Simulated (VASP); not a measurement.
Si3C2, 10 atoms in the cell. Symmetry: P-6m2, No. 187, hexagonal system. The conventional cell has a = 2.910 Å, b = 2.910 Å, c = 14.469 Å, α = 90.00°, β = 90.00°, γ = 120.00°. Within 2.7 Å of Si (site symmetry 3m) lie 3 C at 2.07 Å and 1 Si at 2.43 Å. Si (site symmetry 3m) has 6 C at 2.08 to 2.35 Å and 2 Si at 2.46 to 2.51 Å within 2.8 Å. Si (site symmetry 3m) has 3 C at 1.90 Å within 2.5 Å. C (site symmetry 3m) has 6 Si at 1.90 to 2.35 Å within 2.5 Å. C (site symmetry -6m2) has 6 Si at 2.08 Å within 2.8 Å. C (site symmetry -6m2) has 6 Si at 2.07 Å within 2.7 Å. 

* Program: VASP 6.6.1
* Task: single point
* Functional: PBE
* Potentials or basis: VASP PAW PBE potentials, release 64 (Si, C)
* Cutoff: 520 eV
* k mesh: 12 × 12 × 4
* Occupations: gaussian, width 0.1 eV
* Spin: no spin polarisation
* Dipole correction: no
* Further INCAR settings: ALGO = Normal; EDIFF = 1e-06; NBANDS = 31

Potentials or basis: VASP PAW PBE potentials, release 64 (Si, C).

Run with:

```bash
$ cat potpaw_PBE.64/Si/POTCAR potpaw_PBE.64/C/POTCAR > POTCAR
$ mpirun -np 1 vasp_std > vasp.out
```

Hardware: 1 thread of Intel(R) Xeon(R) 6975P-C (Granite Rapids), on a shared host.

Question: Estimate the wall time of this run.

Answer: It took 87 s on 1 thread of Intel(R) Xeon(R) 6975P-C (Granite Rapids), with other jobs on the host, peak memory 0.31 GiB. Counts: scf iterations 16, k points 57.
